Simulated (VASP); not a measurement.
Input of a VASP 6.6.1 run:

Contents of INCAR:

```
ALGO     = Normal         # electronic algorithm
EDIFF    = 1E-7           # SCF threshold, eV
EDIFFG   = -0.01          # ionic threshold
ENCUT    = 600            # plane-wave cutoff, eV
GGA      = PE             # functional
IBRION   = 2              # ionic algorithm
ISIF     = 3              # what is computed and relaxed
ISMEAR   = 0              # smearing method
LASPH    = T              # aspherical terms in the spheres
LCHARG   = F              # write CHGCAR
LREAL    = F              # projectors in reciprocal space
LWAVE    = F              # write WAVECAR
NELM     = 80             # most SCF steps
NSW      = 100            # ionic steps
PREC     = Accurate       # precision mode
SIGMA    = 0.1            # smearing width, eV
```

Contents of KPOINTS:

```
k-points
0
Gamma
  12 12 12
```

POSCAR

```
AuI3
1.0
   -2.6285855900      2.6285855900      4.5862507700
    2.6285855900     -2.6285855900      4.5862507700
    2.6285855900      2.6285855900     -4.5862507700
Au I
1 3
Direct
    0.0000000000      0.0000000000      0.0000000000
    0.2500000000      0.7500000000      0.5000000000
    0.7500000000      0.2500000000      0.5000000000
    0.5000000000      0.5000000000      0.0000000000
```

Potentials or basis: VASP PAW PBE potentials, release 64 (Au, I).

Launch:

```console
$ cat potpaw_PBE.64/Au/POTCAR potpaw_PBE.64/I/POTCAR > POTCAR
$ mpirun -np 1 vasp_std > vasp.out
```

(1) What does it give for the space group after relaxing (to 0.05 Å)?

(2) What does it give for the relaxed volume?

Answers

(1) Fm-3m (No. 225).

(2) 30.76 Å³/atom.
